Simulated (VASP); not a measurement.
# TiPbO3 (Pm-3m) in VASP: notebook

Aim: see how the results for TiPbO3 move with the level of theory and the settings. Levels: revPBE+D3(BJ), PBE+D3(BJ), PBE. Tasks: single point.

Program: VASP 6.6.1. These are calculated values, not measurements. Logs are shortened: lines on timing, memory, paths and dates and some standing lists are left out, and cuts for length are marked.

### 1 The cell of the first run

It takes space group Pm-3m (No. 221, cubic). Conventional cell: a = 3.940 Å, b = 3.940 Å, c = 3.940 Å, α = 90.00°, β = 90.00°, γ = 90.00°. Within 2.6 Å of Ti (site symmetry m-3m) lie 6 O at 1.97 Å. Within 3.7 Å of Pb (site symmetry m-3m) lie 12 O at 2.79 Å and 8 Ti at 3.41 Å. O (site symmetry 4/mmm) has 2 Ti at 1.97 Å within 2.6 Å.

### 2 Single point, revPBE+D3(BJ)

INCAR

```
ALGO = Normal
EDIFF = 1E-6
ENCUT = 600
GGA = RE
GGA_COMPAT = False
ISIF = 2
ISMEAR = 0
IVDW = 12
LASPH = True
LCHARG = True
LELF = True
LREAL = False
LVHAR = True
LWAVE = False
NBANDS = 30
NELM = 120
PREC = Accurate
SIGMA = 0.01
```

KPOINTS

```
k-points
0
Gamma
  6 6 6
```

POSCAR

```
TiPbO3
1.0
    3.9402820079      0.0000000000      0.0000000000
    0.0000000000      3.9402820079      0.0000000000
    0.0000000000      0.0000000000      3.9402820079
Ti Pb O
1 1 3
Direct
    0.5000000000      0.5000000000      0.5000000000
    0.0000000000      0.0000000000      0.0000000000
    0.0000000000      0.5000000000      0.5000000000
    0.5000000000      0.0000000000      0.5000000000
    0.5000000000      0.5000000000      0.0000000000
```

Potentials or basis: VASP PAW PBE potentials, release 64 (Ti_sv, Pb_d, O).

Command:

```console
> cat potpaw_PBE.64/Ti_sv/POTCAR potpaw_PBE.64/Pb_d/POTCAR potpaw_PBE.64/O/POTCAR > POTCAR
> mpirun -np 1 vasp_std > vasp.out
```

OUTCAR:

```text
EDIFF = 1E-6
   ENCUT = 600
   GGA = RE
   ISIF = 2
   ISMEAR = 0
   IVDW = 12
   LASPH = True
   LREAL = False
   NELM = 120
   PREC = Accurate
 IVDW          = 12

 ion  position               nearest neighbor table
   1  0.500  0.500  0.500-   3 1.97   4 1.97   5 1.97   5 1.97   4 1.97   3 1.97   2 3.41   2 3.41
                             2 3.41   2 3.41   2 3.41   2 3.41   2 3.41   2 3.41
   2  0.000  0.000  0.000-   3 2.79   4 2.79   5 2.79   3 2.79   4 2.79   3 2.79   5 2.79   3 2.79
                             4 2.79   5 2.79   4 2.79   5 2.79   1 3.41   1 3.41   1 3.41   1 3.41
   3  0.000  0.500  0.500-   1 1.97   1 1.97   2 2.79   2 2.79   2 2.79   2 2.79
   4  0.500  0.000  0.500-   1 1.97   1 1.97   2 2.79   2 2.79   2 2.79   2 2.79
   5  0.500  0.500  0.000-   1 1.97   1 1.97   2 2.79   2 2.79   2 2.79   2 2.79

  LATTYP: Found a simple cubic cell.
 ALAT       =     3.9402820079

  Lattice vectors:

 A1 = (   3.9402820079,   0.0000000000,   0.0000000000)
 A2 = (   0.0000000000,   3.9402820079,   0.0000000000)
 A3 = (   0.0000000000,   0.0000000000,   3.9402820079)

Analysis of symmetry for initial positions (statically):
=====================================================================
 Subroutine PRICEL returns:
 Original cell was already a primitive cell.

 Routine SETGRP: Setting up the symmetry group for a
 simple cubic supercell.

 Subroutine GETGRP returns: Found 48 space group operations
 (whereof 48 operations were pure point group operations)
 out of a pool of 48 trial point group operations.

The static configuration has the point symmetry O_h .

Analysis of symmetry for dynamics (positions and initial velocities):
=====================================================================
 Subroutine PRICEL returns:
 Original cell was already a primitive cell.

 Routine SETGRP: Setting up the symmetry group for a
 simple cubic supercell.

 Subroutine GETGRP returns: Found 48 space group operations
 (whereof 48 operations were pure point group operations)
 out of a pool of 48 trial point group operations.

The dynamic configuration has the point symmetry O_h .

 Subroutine INISYM returns: Found 48 space group operations
 (whereof 48 operations are pure point group operations),
 and found     1 'primitive' translations

----------------------------------------------------------------------------------------

                                     Primitive cell

  volume of cell :      61.1761

  direct lattice vectors                    reciprocal lattice vectors
     3.940282008  0.000000000  0.000000000     0.253788942  0.000000000  0.000000000
     0.000000000  3.940282008  0.000000000     0.000000000  0.253788942  0.000000000
     0.000000000  0.000000000  3.940282008     0.000000000  0.000000000  0.253788942

  length of vectors
     3.940282008  3.940282008  3.940282008     0.253788942  0.253788942  0.253788942

  position of ions in fractional coordinates (direct lattice)
     0.500000000  0.500000000  0.500000000
     0.000000000  0.000000000  0.000000000
     0.000000000  0.500000000  0.500000000
     0.500000000  0.000000000  0.500000000
     0.500000000  0.500000000  0.000000000

  ion indices of the primitive-cell ions
   primitive index   ion index
                 1           1
                 2           2
                 3           3
                 4           4
                 5           5

----------------------------------------------------------------------------------------

 KPOINTS: k-points

Automatic generation of k-mesh.
 Grid dimensions read from file:
 generate k-points for:    6    6    6

 Generating k-lattice:

  Cartesian coordinates                     Fractional coordinates (reciprocal lattice)
     0.042298157  0.000000000  0.000000000     0.166666667  0.000000000  0.000000000
     0.000000000  0.042298157  0.000000000     0.000000000  0.166666667  0.000000000
     0.000000000  0.000000000  0.042298157     0.000000000  0.000000000  0.166666667

  Length of vectors
     0.042298157  0.042298157  0.042298157

  Shift w.r.t. Gamma in fractional coordinates (k-lattice)
     0.000000000  0.000000000  0.000000000

 Subroutine IBZKPT returns following result:
 ===========================================

 Found     20 irreducible k-points:

 Following reciprocal coordinates:
            Coordinates               Weight
  0.000000  0.000000  0.000000      1.000000
  0.166667  0.000000  0.000000      6.000000
  0.333333  0.000000  0.000000      6.000000
  0.500000  0.000000  0.000000      3.000000
  0.166667  0.166667  0.000000     12.000000
  0.333333  0.166667  0.000000     24.000000
[... 12 lines left out ...]
  0.500000  0.500000  0.333333      6.000000
  0.500000  0.500000  0.500000      1.000000
   k-points           NKPTS =     20   k-points in BZ     NKDIM =     20   number of bands    NBANDS=     30
   number of dos      NEDOS =    301   number of ions     NIONS =      5
   total plane-waves  NPLWV =  32768
   dimension x,y,z NGX =    32 NGY =   32 NGZ =   32
   dimension x,y,z NGXF=    64 NGYF=   64 NGZF=   64
   ions per type =               1   1   3
   NGX,Y,Z   is equivalent  to a cutoff of  13.50, 13.50, 13.50 a.u.
   NGXF,Y,Z  is equivalent  to a cutoff of  27.00, 27.00, 27.00 a.u.
 SYSTEM =  unknown system
   PREC   = accura    normal or accurate (medium, high low for compatibility)
   ISTART =      0    job   : 0-new  1-cont  2-samecut
   ICHARG =      2    charge: 1-file 2-atom 10-const
   ISPIN  =      1    spin polarized calculation?
   LNONCOLLINEAR =      F non collinear calculations
   LSORBIT =      F    spin-orbit coupling
   LASPH  =      T    aspherical Exc in radial PAW
   ENCUT  =  600.0 eV  44.10 Ry    6.64 a.u.   7.87  7.87  7.87*2*pi/ulx,y,z
   NELM   =    120;   NELMIN=  2; NELMDL= -5     # of ELM steps
   EDIFF  = 0.1E-05   stopping-criterion for ELM
   LREAL  =      F    real-space projection
   EDIFFG = 0.1E-04   stopping-criterion for IOM
   NSW    =      0    number of steps for IOM
   IBRION =     -1    ionic relax: 0-MD 1-quasi-New 2-CG
   NFREE  =      0    steps in history (QN), initial steepest desc. (CG)
   ISIF   =      2    stress and relaxation
   ISYM   =      2    0-nonsym 1-usesym 2-fastsym
   POTIM  = 0.5000    time-step for ionic-motion
   TEBEG  =    0.0;   TEEND  =   0.0 temperature during run
   PSTRESS=    0.0 pullay stress
   NELECT =      44.0000    total number of electrons
   NUPDOWN=      -1.0000    fix difference up-down
   EMIN   =  10.00;   EMAX   =-10.00  energy-range for DOS
   EFERMI =   0.00;   METHOD = LEGACY
   ISMEAR =     0;   SIGMA  =   0.01  broadening in eV -4-tet -1-fermi 0-gaus
   EFERMI_NEDOS =   21; number of points for ismear=-14 and -15
   IALGO  =     38    algorithm
   IMIX   =      4    mixing-type and parameters
     AMIX     =   0.40;   BMIX     =  1.00
     AMIX_MAG =   1.60;   BMIX_MAG =  1.00
  volume/ion in A,a.u.               =      12.24        82.57
  Fermi-wavevector in a.u.,A,eV,Ry     =   1.466780  2.771813 29.272181  2.151445
  Thomas-Fermi vector in A             =   2.582477
   LORBIT       =      0    0 simple, 1 ext, 2 COOP (PROOUT), +10 PAW based schemes
   GGA     = RE    functional components
   LHFCALC =     F    Hartree Fock is set to
   AEXX    =    0.0000 exact exchange contribution
   IVDW    =    12    specifies the selected vdW correction
   LEPSILON=     F    determine dielectric tensor
   LRPA    =     F    only Hartree local field effects (RPA)
 non-spin polarized calculation
 Gauss-broadening in eV      SIGMA  =   0.01
  energy-cutoff  :      600.00
  volume of cell :       61.18
 maximum number of plane-waves:      2054
 NGX is ok and might be reduce to    32
   NGX = 15   NGY = 15   NGZ = 15

 number of electron      43.9999968 magnetization

 Free energy of the ion-electron system (eV)
  ---------------------------------------------------
  ext. energy  EPLUGINS =         0.00000000
  ---------------------------------------------------
  free energy    TOTEN  =       -35.88427111 eV

  energy without entropy =      -35.88427111  energy(sigma->0) =      -35.88427111

 E-fermi :   6.6264     XC(G=0): -11.4469

 val. band max:        6.5483085089   @ k =   0.5000   0.0000   0.0000
 cond. band min:       8.1900317362   @ k =   0.0000   0.0000   0.0000
 fundamental gap:      1.6417232273
 Fermi energy:         6.6264140424

 k-point     1 :       0.0000    0.0000    0.0000
  band No.  band energies     occupation
      1     -50.4854      2.00000
      2     -26.6588      2.00000
      3     -26.6588      2.00000
      4     -26.6588      2.00000
      5     -11.5290      2.00000
      6     -10.4507      2.00000
[... 22 lines left out ...]
     29      14.1139      0.00000
     30      14.1139      0.00000

 k-point     2 :       0.1667    0.0000    0.0000
  band No.  band energies     occupation
      1     -50.4851      2.00000
      2     -26.6748      2.00000
      3     -26.6583      2.00000
      4     -26.6583      2.00000
      5     -11.4059      2.00000
      6     -10.4062      2.00000
[... 22 lines left out ...]
     29      13.8211      0.00000
     30      13.8211      0.00000

 k-point     3 :       0.3333    0.0000    0.0000
  band No.  band energies     occupation
      1     -50.4844      2.00000
      2     -26.7065      2.00000
      3     -26.6571      2.00000
      4     -26.6571      2.00000
      5     -11.1452      2.00000
      6     -10.3103      2.00000
[... 22 lines left out ...]
     29      13.2633      0.00000
     30      13.2633      0.00000

 k-point     4 :       0.5000    0.0000    0.0000
  band No.  band energies     occupation
      1     -50.4841      2.00000
      2     -26.7223      2.00000
      3     -26.6566      2.00000
      4     -26.6566      2.00000
      5     -11.0054      2.00000
      6     -10.2659      2.00000
[... 484 lines left out ...]
     29      13.2962      0.00000
     30      13.9083      0.00000

 k-point    19 :       0.5000    0.5000    0.3333
  band No.  band energies     occupation
      1     -50.4819      2.00000
      2     -26.7173      2.00000
      3     -26.7173      2.00000
      4     -26.7011      2.00000
      5     -10.4474      2.00000
      6     -10.2569      2.00000
[... 22 lines left out ...]
     29      13.5707      0.00000
     30      14.2487      0.00000

 k-point    20 :       0.5000    0.5000    0.5000
  band No.  band energies     occupation
      1     -50.4815      2.00000
      2     -26.7166      2.00000
      3     -26.7166      2.00000
      4     -26.7166      2.00000
      5     -10.3150      2.00000
      6     -10.3150      2.00000
[... 22 lines left out ...]
     29      14.2489      0.00000
     30      14.2489      0.00000

------------------------ aborting loop because EDIFF is reached ----------------------------------------

 Edisp (eV)   -2.61767

 E8    (eV) :    -1.7916

  FORCE on cell =-STRESS in cart. coord.  units (eV):
  Direction    XX          YY          ZZ          XY          YZ          ZX
  --------------------------------------------------------------------------------------
  -------------------------------------------------------------------------------------
  Total       0.03198     0.03198     0.03198    -0.00000    -0.00000     0.00000
  in kB       0.83766     0.83766     0.83766    -0.00000    -0.00000     0.00000
  external pressure =        0.84 kB  Pullay stress =        0.00 kB

 VOLUME and BASIS-vectors are now :
 -----------------------------------------------------------------------------
  energy-cutoff  :      600.00
  volume of cell :       61.18
      direct lattice vectors                 reciprocal lattice vectors
     3.940282008  0.000000000  0.000000000     0.253788942  0.000000000  0.000000000
     0.000000000  3.940282008  0.000000000     0.000000000  0.253788942  0.000000000
     0.000000000  0.000000000  3.940282008     0.000000000  0.000000000  0.253788942

 POSITION                                       TOTAL-FORCE (eV/Angst)
 -----------------------------------------------------------------------------------
      1.97014      1.97014      1.97014         0.000000      0.000000      0.000000
      0.00000      0.00000      0.00000         0.000000      0.000000      0.000000
      0.00000      1.97014      1.97014         0.000000      0.000000      0.000000
      1.97014      0.00000      1.97014         0.000000      0.000000      0.000000
      1.97014      1.97014      0.00000         0.000000      0.000000      0.000000
 -----------------------------------------------------------------------------------
    total drift:                                0.000000     -0.000000     -0.000000

  FREE ENERGIE OF THE ION-ELECTRON SYSTEM (eV)
  ---------------------------------------------------
  free  energy   TOTEN  =       -38.5019363897 eV

  energy  without entropy=      -38.5019363897  energy(sigma->0) =      -38.50193639
```

Wall time 51 s (1 thread of Intel Xeon 8259CL, shared host); peak memory 0.21 GiB.

What came out:

```yaml
Free_energy: -38.5019 eV
Pressure: 0.1 GPa
Band_gap_on_the_k_mesh: 1.64 eV, indirect (least direct gap 1.65 eV)
Dispersion_energy_per_atom: -0.524 eV
```

Levels at points of the mesh, in eV from the valence-band top:
```
           k point  band 18  band 19  band 20  band 21  band 22  band 23  band 24  band 25  band 26  band 27
(0.00, 0.00, 0.00)    -1.52    -1.52    -1.01    -1.01    -1.01     1.64     1.64     1.64     3.76     3.76
(0.50, 0.00, 0.00)    -2.81    -1.75    -0.99    -0.99     0.00     1.65     2.83     3.30     3.30     3.77
(0.50, 0.50, 0.00)    -2.68    -2.68    -2.11    -1.52    -0.35     3.32     3.32     3.98     4.73     5.00
(0.50, 0.50, 0.50)    -4.44    -4.44    -0.40    -0.40    -0.40     3.64     3.64     3.64     6.78     6.78
```

Caveat: the PAW data sets were made with another functional, which shifts forces and pressure a little; spin-orbit coupling is left out, which moves the levels of the heavy elements. A k mesh can miss the band edges.

(Part 1 of 2 ends here.)
